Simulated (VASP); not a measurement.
# Pb (Pm-3n) in VASP: a series of runs

Pb is run at these levels: LDA; tasks: single point.

Program: VASP 6.6.1. These are calculated values, not measurements. Logs are shortened: lines on timing, memory, paths and dates and some standing lists are left out, and cuts for length are marked.

### Step 1. The cell of the first run

The structure is cubic, space group Pm-3n (No. 223). Conventional cell: a = 6.207 Å, b = 6.207 Å, c = 6.207 Å, α = 90.00°, β = 90.00°, γ = 90.00°. Pb (site symmetry m-3) has 12 Pb at 3.47 Å within 4.6 Å. Within 4.1 Å of Pb (site symmetry -4m2) lie 14 Pb at 3.10 to 3.80 Å.

### Step 2. Single point, LDA

File INCAR:

```
SYSTEM = Pb
PREC = Accurate ; ENCUT = 520
EDIFF = 1E-6 ; ISMEAR = -1
SIGMA = 0.1 ; LREAL = .False.
LASPH = .True. ; NELM = 60
ALGO = Normal ; ISIF = 2
LWAVE = .False. ; LCHARG = .True.
LELF = .True. ; LVHAR = .True.
NBANDS = 66
```

File KPOINTS:

```
regular mesh
0
Gamma
  4 4 4
  0 0 0
```

File POSCAR:

```
Pb
1.0
    6.2068083126      0.0000000000      0.0000000000
    0.0000000000      6.2068083126      0.0000000000
    0.0000000000      0.0000000000      6.2068083126
Pb
8
Direct
    1.0000000000      0.0000000000      0.0000000000
    0.5000000000      0.5000000000      0.5000000000
    0.2500000000      1.0000000000      0.5000000000
    0.7500000000      1.0000000000      0.5000000000
    0.5000000000      0.2500000000      1.0000000000
    0.5000000000      0.7500000000      1.0000000000
    0.0000000000      0.5000000000      0.2500000000
    0.0000000000      0.5000000000      0.7500000000
```

Potentials or basis: VASP PAW LDA potentials, release 64 (Pb_d).

Run with:

```
$ cat potpaw_LDA.64/Pb_d/POTCAR > POTCAR
$ mpirun -np 1 vasp_std > vasp.out
```

OUTCAR:

```text
SYSTEM = Pb
   PREC = Accurate
   ENCUT = 520
   EDIFF = 1E-6
   ISMEAR = -1
   LREAL = .False.
   LASPH = .True.
   NELM = 60
   ISIF = 2

 ion  position               nearest neighbor table
   1  0.000  0.000  0.000-   3 3.47   4 3.47   5 3.47   6 3.47   7 3.47   8 3.47   3 3.47   4 3.47
                             7 3.47   8 3.47   5 3.47   6 3.47
   2  0.500  0.500  0.500-   3 3.47   4 3.47   5 3.47   6 3.47   7 3.47   8 3.47   5 3.47   6 3.47
                             3 3.47   4 3.47   7 3.47   8 3.47
   3  0.250  0.000  0.500-   4 3.10   4 3.10   1 3.47   1 3.47   2 3.47   2 3.47   5 3.80   6 3.80
                             6 3.80   5 3.80   8 3.80   7 3.80   8 3.80   7 3.80
   4  0.750  0.000  0.500-   3 3.10   3 3.10   1 3.47   1 3.47   2 3.47   2 3.47   5 3.80   6 3.80
                             6 3.80   5 3.80   8 3.80   7 3.80   8 3.80   7 3.80
   5  0.500  0.250  0.000-   6 3.10   6 3.10   1 3.47   2 3.47   2 3.47   1 3.47   3 3.80   4 3.80
                             3 3.80   4 3.80   8 3.80   7 3.80   7 3.80   8 3.80
   6  0.500  0.750  0.000-   5 3.10   5 3.10   1 3.47   2 3.47   2 3.47   1 3.47   3 3.80   4 3.80
                             3 3.80   4 3.80   8 3.80   7 3.80   7 3.80   8 3.80
   7  0.000  0.500  0.250-   8 3.10   8 3.10   1 3.47   2 3.47   1 3.47   2 3.47   3 3.80   4 3.80
                             5 3.80   3 3.80   4 3.80   6 3.80   5 3.80   6 3.80
   8  0.000  0.500  0.750-   7 3.10   7 3.10   1 3.47   2 3.47   1 3.47   2 3.47   3 3.80   4 3.80
                             5 3.80   3 3.80   4 3.80   6 3.80   5 3.80   6 3.80

  LATTYP: Found a simple cubic cell.
 ALAT       =     6.2068083126

  Lattice vectors:

 A1 = (   6.2068083126,   0.0000000000,   0.0000000000)
 A2 = (   0.0000000000,   6.2068083126,   0.0000000000)
 A3 = (   0.0000000000,   0.0000000000,   6.2068083126)

Analysis of symmetry for initial positions (statically):
=====================================================================
 Subroutine PRICEL returns:
 Original cell was already a primitive cell.

 Routine SETGRP: Setting up the symmetry group for a
 simple cubic supercell.

 Subroutine GETGRP returns: Found 48 space group operations
 (whereof 24 operations were pure point group operations)
 out of a pool of 48 trial point group operations.

The static configuration has the point symmetry T_h .
 The point group associated with its full space group is O_h .

Analysis of symmetry for dynamics (positions and initial velocities):
=====================================================================
 Subroutine PRICEL returns:
 Original cell was already a primitive cell.

 Routine SETGRP: Setting up the symmetry group for a
 simple cubic supercell.

 Subroutine GETGRP returns: Found 48 space group operations
 (whereof 24 operations were pure point group operations)
 out of a pool of 48 trial point group operations.

The dynamic configuration has the point symmetry T_h .
 The point group associated with its full space group is O_h .

 Subroutine INISYM returns: Found 48 space group operations
 (whereof 24 operations are pure point group operations),
 and found     1 'primitive' translations

----------------------------------------------------------------------------------------

                                     Primitive cell

  volume of cell :     239.1140

  direct lattice vectors                    reciprocal lattice vectors
     6.206808313  0.000000000  0.000000000     0.161113402  0.000000000  0.000000000
     0.000000000  6.206808313  0.000000000     0.000000000  0.161113402  0.000000000
     0.000000000  0.000000000  6.206808313     0.000000000  0.000000000  0.161113402

  length of vectors
     6.206808313  6.206808313  6.206808313     0.161113402  0.161113402  0.161113402

  position of ions in fractional coordinates (direct lattice)
     0.000000000  0.000000000  0.000000000
     0.500000000  0.500000000  0.500000000
     0.250000000  0.000000000  0.500000000
     0.750000000  0.000000000  0.500000000
     0.500000000  0.250000000  0.000000000
     0.500000000  0.750000000  0.000000000
     0.000000000  0.500000000  0.250000000
     0.000000000  0.500000000  0.750000000

  ion indices of the primitive-cell ions
   primitive index   ion index
                 1           1
                 2           2
                 3           3
                 4           4
                 5           5
                 6           6
                 7           7
                 8           8

----------------------------------------------------------------------------------------

 KPOINTS: regular mesh

Automatic generation of k-mesh.
 Grid dimensions read from file:
 generate k-points for:    4    4    4

 Generating k-lattice:

  Cartesian coordinates                     Fractional coordinates (reciprocal lattice)
     0.040278350  0.000000000  0.000000000     0.250000000  0.000000000  0.000000000
     0.000000000  0.040278350  0.000000000     0.000000000  0.250000000  0.000000000
     0.000000000  0.000000000  0.040278350     0.000000000  0.000000000  0.250000000

  Length of vectors
     0.040278350  0.040278350  0.040278350

  Shift w.r.t. Gamma in fractional coordinates (k-lattice)
     0.000000000  0.000000000  0.000000000

 Subroutine IBZKPT returns following result:
 ===========================================

 Found     10 irreducible k-points:

 Following reciprocal coordinates:
            Coordinates               Weight
  0.000000  0.000000  0.000000      1.000000
  0.250000  0.000000  0.000000      6.000000
  0.500000  0.000000  0.000000      3.000000
  0.250000  0.250000  0.000000     12.000000
  0.500000  0.250000  0.000000     12.000000
  0.500000  0.500000  0.000000      3.000000
  0.250000  0.250000  0.250000      8.000000
  0.500000  0.250000  0.250000     12.000000
  0.500000  0.500000  0.250000      6.000000
  0.500000  0.500000  0.500000      1.000000
   k-points           NKPTS =     10   k-points in BZ     NKDIM =     10   number of bands    NBANDS=     66
   number of dos      NEDOS =    301   number of ions     NIONS =      8
   total plane-waves  NPLWV = 110592
   dimension x,y,z NGX =    48 NGY =   48 NGZ =   48
   dimension x,y,z NGXF=    96 NGYF=   96 NGZF=   96
   ions per type =               8
   NGX,Y,Z   is equivalent  to a cutoff of  12.86, 12.86, 12.86 a.u.
   NGXF,Y,Z  is equivalent  to a cutoff of  25.71, 25.71, 25.71 a.u.
 SYSTEM =  Pb
   PREC   = accura    normal or accurate (medium, high low for compatibility)
   ISTART =      0    job   : 0-new  1-cont  2-samecut
   ICHARG =      2    charge: 1-file 2-atom 10-const
   ISPIN  =      1    spin polarized calculation?
   LNONCOLLINEAR =      F non collinear calculations
   LSORBIT =      F    spin-orbit coupling
   LASPH  =      T    aspherical Exc in radial PAW
   ENCUT  =  520.0 eV  38.22 Ry    6.18 a.u.  11.54 11.54 11.54*2*pi/ulx,y,z
   NELM   =     60;   NELMIN=  2; NELMDL= -5     # of ELM steps
   EDIFF  = 0.1E-05   stopping-criterion for ELM
   LREAL  =      F    real-space projection
[... 7 lines left out ...]
   TEBEG  =    0.0;   TEEND  =   0.0 temperature during run
   PSTRESS=    0.0 pullay stress
   NELECT =     112.0000    total number of electrons
   NUPDOWN=      -1.0000    fix difference up-down
   EMIN   =  10.00;   EMAX   =-10.00  energy-range for DOS
   EFERMI =   0.00;   METHOD = LEGACY
   ISMEAR =    -1;   SIGMA  =   0.10  broadening in eV -4-tet -1-fermi 0-gaus
   EFERMI_NEDOS =   21; number of points for ismear=-14 and -15
   IALGO  =     38    algorithm
   IMIX   =      4    mixing-type and parameters
     AMIX     =   0.40;   BMIX     =  1.00
     AMIX_MAG =   1.60;   BMIX_MAG =  1.00
  volume/ion in A,a.u.               =      29.89       201.70
  Fermi-wavevector in a.u.,A,eV,Ry     =   1.271391  2.402581 21.992938  1.616435
  Thomas-Fermi vector in A             =   2.404327
   LORBIT       =      0    0 simple, 1 ext, 2 COOP (PROOUT), +10 PAW based schemes
   GGA     = CA    functional components
   LHFCALC =     F    Hartree Fock is set to
   AEXX    =    0.0000 exact exchange contribution
   IVDW    =     0    specifies the selected vdW correction
   LEPSILON=     F    determine dielectric tensor
   LRPA    =     F    only Hartree local field effects (RPA)
 non-spin polarized calculation
  energy-cutoff  :      520.00
  volume of cell :      239.11
 maximum number of plane-waves:      6488
 NGX is ok and might be reduce to    48
   NGX = 23   NGY = 23   NGZ = 23

 number of electron     111.9999966 magnetization

 Free energy of the ion-electron system (eV)
  ---------------------------------------------------
  ext. energy  EPLUGINS =         0.00000000
  ---------------------------------------------------
  free energy    TOTEN  =       -33.40886159 eV

  energy without entropy =      -33.23002162  energy(sigma->0) =      -33.31944160

 E-fermi :   7.2080     XC(G=0): -10.5158

 val. band max:        7.1537344337   @ k =   0.5000   0.5000   0.0000
 cond. band min:       7.2116641780   @ k =   0.5000   0.2500   0.2500
 fundamental gap:      0.0579297443
 Fermi energy:         7.2080363203

 k-point     1 :       0.0000    0.0000    0.0000
  band No.  band energies     occupation
      1     -10.1765      2.00000
      2     -10.1699      2.00000
      3     -10.1699      2.00000
      4      -9.9553      2.00000
      5      -9.9553      2.00000
      6      -9.9553      2.00000
[... 58 lines left out ...]
     65      10.2944      0.00000
     66      10.2944      0.00000

 k-point     2 :       0.2500    0.0000    0.0000
  band No.  band energies     occupation
      1     -10.1725      2.00000
      2     -10.1692      2.00000
      3     -10.0705      2.00000
      4      -9.9759      2.00000
      5      -9.9367      2.00000
      6      -9.9367      2.00000
[... 541 lines left out ...]
     65       9.9341      0.00000
     66       9.9344      0.00000

 k-point    10 :       0.5000    0.5000    0.5000
  band No.  band energies     occupation
      1      -9.8935      2.00000
      2      -9.8935      2.00000
      3      -9.8935      2.00000
      4      -9.8935      2.00000
      5      -9.8832      2.00000
      6      -9.8832      2.00000
[... 58 lines left out ...]
     65       9.2007      0.00000
     66       9.2007      0.00000

------------------------ aborting loop because EDIFF is reached ----------------------------------------

  FORCE on cell =-STRESS in cart. coord.  units (eV):
  Direction    XX          YY          ZZ          XY          YZ          ZX
  --------------------------------------------------------------------------------------
  -------------------------------------------------------------------------------------
  Total        0.0737846      0.0737846      0.0737846     -0.0000000     -0.0000000     -0.0000000
  in kB        0.4943920      0.4943920      0.4943920     -0.0000000     -0.0000000     -0.0000000
  external PRESSURE =       0.4943920 kB  Pullay stress =       0.0000000 kB

 VOLUME and BASIS-vectors are now :
 -----------------------------------------------------------------------------
  energy-cutoff  :      520.00
  volume of cell :      239.11
      direct lattice vectors                 reciprocal lattice vectors
     6.206808313  0.000000000  0.000000000     0.161113402  0.000000000  0.000000000
     0.000000000  6.206808313  0.000000000     0.000000000  0.161113402  0.000000000
     0.000000000  0.000000000  6.206808313     0.000000000  0.000000000  0.161113402

 POSITION                                       TOTAL-FORCE (eV/Angst)
 -----------------------------------------------------------------------------------
      0.00000      0.00000      0.00000         0.000000      0.000000     -0.000000
      3.10340      3.10340      3.10340         0.000000      0.000000     -0.000000
      1.55170      0.00000      3.10340         0.000000     -0.000000     -0.000000
      4.65511      0.00000      3.10340        -0.000000      0.000000     -0.000000
      3.10340      1.55170      0.00000        -0.000000      0.000000      0.000000
      3.10340      4.65511      0.00000         0.000000     -0.000000      0.000000
      0.00000      3.10340      1.55170        -0.000000      0.000000     -0.000000
      0.00000      3.10340      4.65511         0.000000     -0.000000      0.000000
 -----------------------------------------------------------------------------------
    total drift:                                0.000000     -0.000000      0.000000

  FREE ENERGIE OF THE ION-ELECTRON SYSTEM (eV)
  ---------------------------------------------------
  free  energy   TOTEN  =       -33.4088615905 eV

  energy  without entropy=      -33.2300216154  energy(sigma->0) =      -33.31944160
```

Run time: 2.9 min. Hardware: 1 thread of Intel Xeon 8259CL, shared host; peak memory 0.31 GiB.

Results:

```
Free energy            : -33.4089 eV
Pressure               : 0.0 GPa
Band gap on the k mesh : zero (bands 56 and 57 overlap by 0.76 eV)
```

Levels at points of the mesh, in eV from the Fermi level:
| k point | band 52 | band 53 | band 54 | band 55 | band 56 | band 57 | band 58 | band 59 | band 60 | band 61 |
| --- | --- | --- | --- | --- | --- | --- | --- | --- | --- | --- |
| (0.00, 0.00, 0.00) | -2.84 | -2.84 | -1.23 | -1.23 | -1.23 | -0.51 | -0.06 | -0.06 | -0.06 | 2.48 |
| (0.50, 0.00, 0.00) | -2.70 | -1.81 | -1.81 | -0.49 | -0.49 | 0.41 | 0.41 | 0.88 | 0.88 | 2.04 |
| (0.50, 0.50, 0.00) | -2.19 | -0.81 | -0.44 | -0.05 | -0.05 | 0.44 | 0.44 | 1.27 | 1.52 | 1.96 |
| (0.50, 0.50, 0.50) | -0.57 | -0.57 | -0.57 | -0.19 | -0.19 | 1.96 | 1.96 | 1.96 | 1.96 | 1.99 |

Caveat: spin-orbit coupling is left out, which moves the levels of the heavy elements.

### Step 3. Single point, LDA

File INCAR:

```
PREC = Accurate
ENCUT = 520
EDIFF = 1E-6
ISMEAR = -1
SIGMA = 0.1
LREAL = F
LASPH = T
NELM = 60
ALGO = Normal
ISIF = 2
LWAVE = F
LCHARG = T
GGA = CA
LELF = T
LVHAR = T
NBANDS = 66
```

File KPOINTS:

```
Automatic mesh
0
Gamma
  6 6 6
```

POSCAR is that of step 2.

Potentials or basis: VASP PAW LDA potentials, release 64 (Pb_d).

Run with:

```
$ cat potpaw_LDA.64/Pb_d/POTCAR > POTCAR
$ mpirun -np 1 vasp_std > vasp.out
```

Run time: 5.7 min. Hardware: 1 thread of Intel Xeon 8259CL, shared host; peak memory 0.37 GiB.

The run converged. Its results:

```
Free energy            : -33.4983 eV
Pressure               : -0.2 GPa
Band gap on the k mesh : zero (bands 56 and 57 overlap by 1.33 eV)
```

Levels at points of the mesh, in eV from the Fermi level:
| k point | band 52 | band 53 | band 54 | band 55 | band 56 | band 57 | band 58 | band 59 | band 60 | band 61 |
| --- | --- | --- | --- | --- | --- | --- | --- | --- | --- | --- |
| (0.00, 0.00, 0.00) | -2.82 | -2.82 | -1.22 | -1.22 | -1.22 | -0.50 | -0.05 | -0.05 | -0.05 | 2.49 |
| (0.50, 0.00, 0.00) | -2.69 | -1.80 | -1.80 | -0.48 | -0.48 | 0.42 | 0.42 | 0.89 | 0.89 | 2.05 |
| (0.50, 0.50, 0.00) | -2.17 | -0.80 | -0.42 | -0.04 | -0.04 | 0.45 | 0.45 | 1.28 | 1.54 | 1.97 |
| (0.50, 0.50, 0.50) | -0.56 | -0.56 | -0.56 | -0.17 | -0.17 | 1.97 | 1.97 | 1.97 | 1.97 | 2.01 |

Caveat: spin-orbit coupling is left out, which moves the levels of the heavy elements.
